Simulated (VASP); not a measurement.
Input of a VASP 6.6.1 run:

INCAR

```
ALGO     = Fast           # electronic algorithm
EDIFF    = 1E-7           # SCF threshold, eV
ENCUT    = 520            # plane-wave cutoff, eV
GGA      = PE             # functional
ISIF     = 2              # what is computed and relaxed
ISMEAR   = 0              # smearing method
LASPH    = T              # aspherical terms in the spheres
LCHARG   = F              # write CHGCAR
LREAL    = F              # projectors in reciprocal space
LWAVE    = F              # write WAVECAR
NBANDS   = 13             # bands
NELM     = 80             # most SCF steps
PREC     = Accurate       # precision mode
SIGMA    = 0.1            # smearing width, eV
```

KPOINTS

```
k-points
0
Gamma
  16 16 16
```

The input POSCAR:

```
Sn
1.0
   -2.0128400062      2.0128400062      1.7171871178
    2.0128400062     -2.0128400062      1.7171871178
    2.0128400062      2.0128400062     -1.7171871178
Sn
1
Direct
    0.0000000000      0.0000000000      0.0000000000
```

Potentials or basis: VASP PAW PBE potentials, release 64 (Sn_d).

Launch:

```sh
$ cat potpaw_PBE.64/Sn_d/POTCAR > POTCAR
$ mpirun -np 1 vasp_std > vasp.out
```

Q: Predict the pressure.

A: -0.1 GPa.

Q: Predict the band gap on the k mesh.

A: Zero (band 7 reaches 14.77 eV, above the bottom of band 8 at 5.61 eV).

Caveat: spin-orbit coupling is left out, which moves the levels of the heavy elements.
